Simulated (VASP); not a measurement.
Write the native input for VASP 6.6.1 that does the following.

```yaml
Task: single point
Functional: PBE
Potentials_or_basis: VASP PAW PBE potentials, release 64 (Ba_sv, Ti_sv, O)
Cutoff: 520 eV
k_mesh: 6 × 6 × 6
Occupations: gaussian, width 0.02 eV
Spin: no spin polarisation
Dipole_correction: no
Further_INCAR_settings: ALGO = Normal; EDIFF = 1e-06; NBANDS = 28
```

The structure of BaTiO3 lies in POSCAR:

```
BaTiO3
1.0
    2.7810663436      1.6056494022      2.2723200656
   -2.7810663436      1.6056494022      2.2723200656
    0.0000000000     -3.2112988043      2.2723200656
Ba Ti O
1 1 3
Direct
   -0.0017359949     -0.0017359949     -0.0017359949
    0.5041849677      0.5041849677      0.5041849677
    0.4926864918      0.4926864918      0.9908780937
    0.4926864918      0.9908780937      0.4926864918
    0.9908780937      0.4926864918      0.4926864918
```

One way to write it, as run:

INCAR

```
PREC     = Accurate       # precision mode
ENCUT    = 520            # plane-wave cutoff, eV
EDIFF    = 1E-6           # SCF threshold, eV
ISMEAR   = 0              # smearing method
SIGMA    = 0.02           # smearing width, eV
LREAL    = F              # projectors in reciprocal space
LASPH    = T              # aspherical terms in the spheres
NELM     = 80             # most SCF steps
ALGO     = Normal         # electronic algorithm
ISIF     = 2              # what is computed and relaxed
LWAVE    = F              # write WAVECAR
LCHARG   = F              # write CHGCAR
GGA      = PE             # functional
NBANDS   = 28             # bands
```

KPOINTS

```
Automatic mesh
0
Gamma
  6 6 6
```

Potentials or basis: VASP PAW PBE potentials, release 64 (Ba_sv, Ti_sv, O).

The run is started by

```sh
$ cat potpaw_PBE.64/Ba_sv/POTCAR potpaw_PBE.64/Ti_sv/POTCAR potpaw_PBE.64/O/POTCAR > POTCAR
$ mpirun -np 1 vasp_std > vasp.out
```

Results of the run:

```yaml
Pressure: 14.8 GPa
Largest_force: 0.027 eV/Å
Band_gap_on_the_k_mesh: 1.98 eV (least direct gap 2.13 eV)
```

Caveat: the cell stands under pressure; spin-orbit coupling is left out, which moves the levels of the heavy elements.

It took 92 s on 1 thread of Intel Xeon 8259CL (shared host), peak memory 0.21 GiB.
